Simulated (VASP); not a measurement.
# SiO2 in VASP: a series of runs

Runs on SiO2. Level: RPBE. Tasks: single point.

All numbers are computed with VASP 6.6.1; they aren't measurements. Logs are shortened: lines on timing, memory, paths and dates and some standing lists are left out, and cuts for length are marked.

**1. The cell of the first run**

The cell holds a slab with vacuum, 12 atoms: a = 5.310 Å, b = 5.310 Å, c = 18.000 Å, α = 90.00°, β = 90.00°, γ = 120.00°.

**2. Single point, RPBE**

Input file INCAR:

```
SYSTEM = SiO2
PREC     = Accurate       ! precision mode
ENCUT    = 520            ! plane-wave cutoff, eV
EDIFF    = 1E-7           ! SCF threshold, eV
ISMEAR   = 0              ! smearing method
SIGMA    = 0.01           ! smearing width, eV
LREAL    = .FALSE.        ! projectors in reciprocal space
LASPH    = .TRUE.         ! aspherical terms in the spheres
NELM     = 80             ! most SCF steps
ALGO     = Normal         ! electronic algorithm
ISIF     = 2              ! what is computed and relaxed
LWAVE    = .FALSE.        ! write WAVECAR
LCHARG   = .FALSE.        ! write CHGCAR
GGA      = RP             ! functional
NBANDS   = 44             ! bands
```

Input file KPOINTS:

```
Automatic mesh
0
G
  4 4 1
  0 0 0
```

Input file POSCAR:

```
SiO2
1.0
    5.3100000000      0.0000000000      0.0000000000
   -2.6550000000      4.5985948941      0.0000000000
    0.0000000000      0.0000000000     18.0000000000
Si O
4 8
Direct
    0.3333333333      0.6666666667      0.5900000000
    0.6666666667      0.3333333333      0.5900000000
    0.3333333333      0.6666666667      0.4100000000
    0.6666666667      0.3333333333      0.4100000000
    0.3333333333      0.6666666667      0.5000000000
    0.6666666667      0.3333333333      0.5000000000
    0.5000000000      0.0000000000      0.6177777778
    0.0000000000      0.5000000000      0.6177777778
    0.5000000000      0.5000000000      0.6177777778
    0.5000000000      0.0000000000      0.3822222222
    0.0000000000      0.5000000000      0.3822222222
    0.5000000000      0.5000000000      0.3822222222
```

Potentials or basis: VASP PAW PBE potentials, release 64 (Si, O).

Launch:

```bash
$ cat potpaw_PBE.64/Si/POTCAR potpaw_PBE.64/O/POTCAR > POTCAR
$ mpirun -np 1 vasp_std > vasp.out
```

OUTCAR:

```text
SYSTEM = SiO2
   PREC = Accurate
   ENCUT = 520
   EDIFF = 1E-7
   ISMEAR = 0
   LREAL = .FALSE.
   LASPH = .TRUE.
   NELM = 80
   ISIF = 2
   GGA = RP

 ion  position               nearest neighbor table
   1  0.333  0.667  0.590-   8 1.61   7 1.61   9 1.61   5 1.62   2 3.07   2 3.07   2 3.07
   2  0.667  0.333  0.590-   8 1.61   7 1.61   9 1.61   6 1.62   1 3.07   1 3.07   1 3.07
   3  0.333  0.667  0.410-  11 1.61  10 1.61  12 1.61   5 1.62   4 3.07   4 3.07   4 3.07
   4  0.667  0.333  0.410-  11 1.61  10 1.61  12 1.61   6 1.62   3 3.07   3 3.07   3 3.07
   5  0.333  0.667  0.500-   1 1.62   3 1.62
   6  0.667  0.333  0.500-   2 1.62   4 1.62
   7  0.500  0.000  0.618-   1 1.61   2 1.61
   8  0.000  0.500  0.618-   1 1.61   2 1.61
   9  0.500  0.500  0.618-   1 1.61   2 1.61
  10  0.500  0.000  0.382-   3 1.61   4 1.61
  11  0.000  0.500  0.382-   3 1.61   4 1.61
  12  0.500  0.500  0.382-   3 1.61   4 1.61

  LATTYP: Found a hexagonal cell.
 ALAT       =     5.3100000000
 C/A-ratio  =     3.3898305085

  Lattice vectors:

 A1 = (   5.3100000000,   0.0000000000,   0.0000000000)
 A2 = (  -2.6550000000,   4.5985948941,   0.0000000000)
 A3 = (   0.0000000000,   0.0000000000,  18.0000000000)

Analysis of symmetry for initial positions (statically):
=====================================================================
 Subroutine PRICEL returns:
 Original cell was already a primitive cell.

 Routine SETGRP: Setting up the symmetry group for a
 hexagonal supercell.

 Subroutine GETGRP returns: Found 24 space group operations
 (whereof 24 operations were pure point group operations)
 out of a pool of 24 trial point group operations.

The static configuration has the point symmetry D_6h.

Analysis of symmetry for dynamics (positions and initial velocities):
=====================================================================
 Subroutine PRICEL returns:
 Original cell was already a primitive cell.

 Routine SETGRP: Setting up the symmetry group for a
 hexagonal supercell.

 Subroutine GETGRP returns: Found 24 space group operations
 (whereof 24 operations were pure point group operations)
 out of a pool of 24 trial point group operations.

The dynamic configuration has the point symmetry D_6h.

 Subroutine INISYM returns: Found 24 space group operations
 (whereof 24 operations are pure point group operations),
 and found     1 'primitive' translations

----------------------------------------------------------------------------------------

                                     Primitive cell

  volume of cell :     439.5337

  direct lattice vectors                    reciprocal lattice vectors
     5.310000000  0.000000000  0.000000000     0.188323917  0.108728864  0.000000000
    -2.655000000  4.598594894  0.000000000     0.000000000  0.217457729  0.000000000
     0.000000000  0.000000000 18.000000000     0.000000000  0.000000000  0.055555556

  length of vectors
     5.310000000  5.310000000 18.000000000     0.217457729  0.217457729  0.055555556

  position of ions in fractional coordinates (direct lattice)
     0.333333333  0.666666667  0.590000000
     0.666666667  0.333333333  0.590000000
     0.333333333  0.666666667  0.410000000
     0.666666667  0.333333333  0.410000000
     0.333333333  0.666666667  0.500000000
     0.666666667  0.333333333  0.500000000
     0.500000000  0.000000000  0.617777778
     0.000000000  0.500000000  0.617777778
     0.500000000  0.500000000  0.617777778
     0.500000000  0.000000000  0.382222222
     0.000000000  0.500000000  0.382222222
     0.500000000  0.500000000  0.382222222

  ion indices of the primitive-cell ions
   primitive index   ion index
                 1           1
                 2           2
                 3           3
                 4           4
                 5           5
                 6           6
                 7           7
                 8           8
                 9           9
                10          10
                11          11
                12          12

----------------------------------------------------------------------------------------

 KPOINTS: Automatic mesh

Automatic generation of k-mesh.
 Grid dimensions read from file:
 generate k-points for:    4    4    1

 Generating k-lattice:

  Cartesian coordinates                     Fractional coordinates (reciprocal lattice)
     0.047080979  0.027182216  0.000000000     0.250000000  0.000000000  0.000000000
     0.000000000  0.054364432  0.000000000     0.000000000  0.250000000  0.000000000
     0.000000000  0.000000000  0.055555556     0.000000000  0.000000000  1.000000000

  Length of vectors
     0.054364432  0.054364432  0.055555556

  Shift w.r.t. Gamma in fractional coordinates (k-lattice)
     0.000000000  0.000000000  0.000000000

 Subroutine IBZKPT returns following result:
 ===========================================

 Found      4 irreducible k-points:

 Following reciprocal coordinates:
            Coordinates               Weight
  0.000000  0.000000  0.000000      1.000000
  0.250000  0.000000  0.000000      6.000000
  0.500000  0.000000  0.000000      3.000000
  0.250000  0.250000  0.000000      6.000000
   k-points           NKPTS =      4   k-points in BZ     NKDIM =      4   number of bands    NBANDS=     44
   number of dos      NEDOS =    301   number of ions     NIONS =     12
   total plane-waves  NPLWV = 224000
   dimension x,y,z NGX =    40 NGY =   40 NGZ =  140
   dimension x,y,z NGXF=    80 NGYF=   80 NGZF=  280
   ions per type =               4   8
   NGX,Y,Z   is equivalent  to a cutoff of  12.52, 12.52, 12.93 a.u.
   NGXF,Y,Z  is equivalent  to a cutoff of  25.05, 25.05, 25.86 a.u.
 SYSTEM =  SiO2
   PREC   = accura    normal or accurate (medium, high low for compatibility)
   ISTART =      0    job   : 0-new  1-cont  2-samecut
   ICHARG =      2    charge: 1-file 2-atom 10-const
   ISPIN  =      1    spin polarized calculation?
   LNONCOLLINEAR =      F non collinear calculations
   LSORBIT =      F    spin-orbit coupling
   LASPH  =      T    aspherical Exc in radial PAW
   ENCUT  =  520.0 eV  38.22 Ry    6.18 a.u.   9.87  9.87 33.47*2*pi/ulx,y,z
   NELM   =     80;   NELMIN=  2; NELMDL= -5     # of ELM steps
   EDIFF  = 0.1E-06   stopping-criterion for ELM
   LREAL  =      F    real-space projection
   EDIFFG = 0.1E-05   stopping-criterion for IOM
   NSW    =      0    number of steps for IOM
   IBRION =     -1    ionic relax: 0-MD 1-quasi-New 2-CG
   NFREE  =      0    steps in history (QN), initial steepest desc. (CG)
   ISIF   =      2    stress and relaxation
   ISYM   =      2    0-nonsym 1-usesym 2-fastsym
   POTIM  = 0.5000    time-step for ionic-motion
   TEBEG  =    0.0;   TEEND  =   0.0 temperature during run
   PSTRESS=    0.0 pullay stress
   NELECT =      64.0000    total number of electrons
   NUPDOWN=      -1.0000    fix difference up-down
   EMIN   =  10.00;   EMAX   =-10.00  energy-range for DOS
   EFERMI =   0.00;   METHOD = LEGACY
   ISMEAR =     0;   SIGMA  =   0.01  broadening in eV -4-tet -1-fermi 0-gaus
   EFERMI_NEDOS =   21; number of points for ismear=-14 and -15
   IALGO  =     38    algorithm
   IMIX   =      4    mixing-type and parameters
     AMIX     =   0.40;   BMIX     =  1.00
     AMIX_MAG =   1.60;   BMIX_MAG =  1.00
  volume/ion in A,a.u.               =      36.63       247.18
  Fermi-wavevector in a.u.,A,eV,Ry     =   0.861266  1.627557 10.092524  0.741780
  Thomas-Fermi vector in A             =   1.978894
   LORBIT       =      0    0 simple, 1 ext, 2 COOP (PROOUT), +10 PAW based schemes
   GGA     = RP    functional components
   LHFCALC =     F    Hartree Fock is set to
   AEXX    =    0.0000 exact exchange contribution
   IVDW    =     0    specifies the selected vdW correction
   LEPSILON=     F    determine dielectric tensor
   LRPA    =     F    only Hartree local field effects (RPA)
 non-spin polarized calculation
 Gauss-broadening in eV      SIGMA  =   0.01
  energy-cutoff  :      520.00
  volume of cell :      439.53
 maximum number of plane-waves:     11864
 NGX is ok and might be reduce to    40
   NGX = 19   NGY = 19   NGZ = 67

 number of electron      64.0000005 magnetization

 Free energy of the ion-electron system (eV)
  ---------------------------------------------------
  ext. energy  EPLUGINS =         0.00000000
  ---------------------------------------------------
  free energy    TOTEN  =       -90.84298451 eV

  energy without entropy =      -90.84298451  energy(sigma->0) =      -90.84298451

 E-fermi :  -4.5786     XC(G=0):  -3.6731

 val. band max:       -4.6429699369   @ k =   0.0000   0.0000   0.0000
 cond. band min:       1.1444284114   @ k =   0.0000   0.0000   0.0000
 fundamental gap:      5.7873983483
 Fermi energy:        -4.5785723905

 k-point     1 :       0.0000    0.0000    0.0000
  band No.  band energies     occupation
      1     -24.1296      2.00000
      2     -23.6938      2.00000
      3     -22.2874      2.00000
      4     -22.2008      2.00000
      5     -22.2008      2.00000
      6     -22.1855      2.00000
[... 36 lines left out ...]
     43       5.6661      0.00000
     44       5.9323      0.00000

 k-point     2 :       0.2500    0.0000    0.0000
  band No.  band energies     occupation
      1     -23.9745      2.00000
      2     -23.5379      2.00000
      3     -22.7686      2.00000
      4     -22.4293      2.00000
      5     -22.2053      2.00000
      6     -22.1900      2.00000
[... 36 lines left out ...]
     43       5.6985      0.00000
     44       6.0611      0.00000

 k-point     3 :       0.5000    0.0000    0.0000
  band No.  band energies     occupation
      1     -23.7023      2.00000
      2     -23.2670      2.00000
      3     -23.1909      2.00000
      4     -22.7836      2.00000
      5     -22.2099      2.00000
      6     -22.1943      2.00000
[... 36 lines left out ...]
     43       5.5389      0.00000
     44       5.7588      0.00000

 k-point     4 :       0.2500    0.2500    0.0000
  band No.  band energies     occupation
      1     -23.7035      2.00000
      2     -23.2686      2.00000
      3     -23.1883      2.00000
      4     -22.7795      2.00000
      5     -22.2127      2.00000
      6     -22.1970      2.00000
[... 36 lines left out ...]
     43       5.4040      0.00000
     44       5.9001      0.00000

------------------------ aborting loop because EDIFF is reached ----------------------------------------

  FORCE on cell =-STRESS in cart. coord.  units (eV):
  Direction    XX          YY          ZZ          XY          YZ          ZX
  --------------------------------------------------------------------------------------
  -------------------------------------------------------------------------------------
  Total        5.8228638      5.8228638      5.7230752      0.0000000     -0.0000000      0.0000000
  in kB       21.2253584     21.2253584     20.8616116      0.0000000     -0.0000000      0.0000000
  external PRESSURE =      21.1041095 kB  Pullay stress =       0.0000000 kB

 VOLUME and BASIS-vectors are now :
 -----------------------------------------------------------------------------
  energy-cutoff  :      520.00
  volume of cell :      439.53
      direct lattice vectors                 reciprocal lattice vectors
     5.310000000  0.000000000  0.000000000     0.188323917  0.108728864  0.000000000
    -2.655000000  4.598594894  0.000000000     0.000000000  0.217457729  0.000000000
     0.000000000  0.000000000 18.000000000     0.000000000  0.000000000  0.055555556

 POSITION                                       TOTAL-FORCE (eV/Angst)
 -----------------------------------------------------------------------------------
     -0.00000      3.06573     10.62000         0.000000      0.000000     -0.766188
      2.65500      1.53286     10.62000        -0.000000     -0.000000     -0.766188
     -0.00000      3.06573      7.38000        -0.000000      0.000000      0.766188
      2.65500      1.53286      7.38000         0.000000     -0.000000      0.766188
     -0.00000      3.06573      9.00000         0.000000     -0.000000      0.000000
      2.65500      1.53286      9.00000         0.000000      0.000000      0.000000
      2.65500      0.00000     11.12000         0.000000     -0.000000      0.858505
     -1.32750      2.29930     11.12000        -0.000000     -0.000000      0.858505
      1.32750      2.29930     11.12000         0.000000     -0.000000      0.858505
      2.65500      0.00000      6.88000        -0.000000      0.000000     -0.858505
     -1.32750      2.29930      6.88000        -0.000000     -0.000000     -0.858505
      1.32750      2.29930      6.88000        -0.000000      0.000000     -0.858505
 -----------------------------------------------------------------------------------
    total drift:                                0.000000     -0.000000      0.000000

  FREE ENERGIE OF THE ION-ELECTRON SYSTEM (eV)
  ---------------------------------------------------
  free  energy   TOTEN  =       -90.8429845137 eV

  energy  without entropy=      -90.8429845137  energy(sigma->0) =      -90.84298451
```

Run time: 2.5 min. Hardware: 1 thread of Intel Xeon Platinum 8175M at 2.50GHz (Skylake/Cascade Lake), shared host; peak memory 0.5 GiB.

What came out:

| Item | Value |
| --- | --- |
| Free energy | -90.8430 eV |
| Largest force | 0.859 eV/Å |
| Band gap on the k mesh | 5.79 eV, direct |

Forces on the atoms (eV/Å):
```
Si   0.000  0.000 -0.766
Si   0.000  0.000 -0.766
Si   0.000  0.000  0.766
Si   0.000  0.000  0.766
O    0.000  0.000  0.000
O    0.000  0.000  0.000
O    0.000  0.000  0.859
O    0.000  0.000  0.859
O    0.000  0.000  0.859
O    0.000  0.000 -0.859
O    0.000  0.000 -0.859
O    0.000  0.000 -0.859
```

Levels at points of the mesh, in eV from the valence-band top:
| k point | band 28 | band 29 | band 30 | band 31 | band 32 | band 33 | band 34 | band 35 | band 36 | band 37 |
| --- | --- | --- | --- | --- | --- | --- | --- | --- | --- | --- |
| (0.00, 0.00, 0.00) | -0.97 | -0.23 | -0.23 | 0.00 | 0.00 | 5.79 | 6.77 | 7.57 | 8.22 | 8.36 |
| (0.50, 0.00, 0.00) | -0.90 | -0.78 | -0.63 | -0.61 | -0.18 | 7.93 | 7.96 | 8.15 | 8.59 | 8.91 |

Caveat: the PAW data sets were made with another functional, which shifts forces and pressure a little.

**3. Single point, RPBE**

This run uses another cell than the first one, of 36.97 Å³/atom, 1.009 times its volume.

Input file INCAR:

```
PREC = Accurate ; ENCUT = 520
EDIFF = 1E-6 ; ISMEAR = 0
SIGMA = 0.01 ; LREAL = F
LASPH = T ; NELM = 60
ALGO = Normal ; ISIF = 2
LWAVE = F ; LCHARG = F
GGA = RP ; NBANDS = 44
```

Input file KPOINTS:

```
Automatic mesh
0
Gamma
  4 4 1
```

Input file POSCAR:

```
SiO2
1.0
    5.3347296731      0.0000000000      0.0000000000
   -2.6673648366      4.6200114192      0.0000000000
    0.0000000000      0.0000000000     18.0000000000
Si O
4 8
Direct
    0.3333333333      0.6666666667      0.5906728192
    0.6666666667      0.3333333333      0.5906728192
    0.3333333333      0.6666666667      0.4093271808
    0.6666666667      0.3333333333      0.4093271808
    0.3333333333      0.6666666667      0.5000000000
    0.6666666667      0.3333333333      0.5000000000
    0.5000000000      0.0000000000      0.6213065727
    0.0000000000      0.5000000000      0.6213065727
    0.5000000000      0.5000000000      0.6213065727
    0.5000000000      0.0000000000      0.3786934273
    0.0000000000      0.5000000000      0.3786934273
    0.5000000000      0.5000000000      0.3786934273
```

Potentials or basis: VASP PAW PBE potentials, release 64 (Si, O).

Launch:

```bash
$ cat potpaw_PBE.64/Si/POTCAR potpaw_PBE.64/O/POTCAR > POTCAR
$ mpirun -np 1 vasp_std > vasp.out
```

It took 2.5 min on 1 thread of Intel Xeon Platinum 8175M at 2.50GHz (Skylake/Cascade Lake), shared host; peak memory 0.5 GiB.

The run converged. Its results:

```
Free energy            : -91.0071 eV
Largest force          : 0.046 eV/Å
Band gap on the k mesh : 5.47 eV, direct
```

Forces on the atoms (eV/Å):
```
Si   0.000  0.000  0.046
Si   0.000  0.000  0.046
Si   0.000  0.000 -0.046
Si   0.000  0.000 -0.046
O    0.000  0.000  0.000
O    0.000  0.000  0.000
O    0.000  0.000 -0.044
O    0.000  0.000 -0.044
O    0.000  0.000 -0.044
O    0.000  0.000  0.044
O    0.000  0.000  0.044
O    0.000  0.000  0.044
```

Levels at points of the mesh, in eV from the valence-band top:
```
           k point  band 29  band 30  band 31  band 32  band 33  band 34  band 35  band 36
(0.00, 0.00, 0.00)    -0.48    -0.48     0.00     0.00     5.47     6.67     7.60     7.99
(0.50, 0.00, 0.00)    -0.91    -0.75    -0.67    -0.45     7.59     7.60     8.05     8.51
```

Caveat: the PAW data sets were made with another functional, which shifts forces and pressure a little.
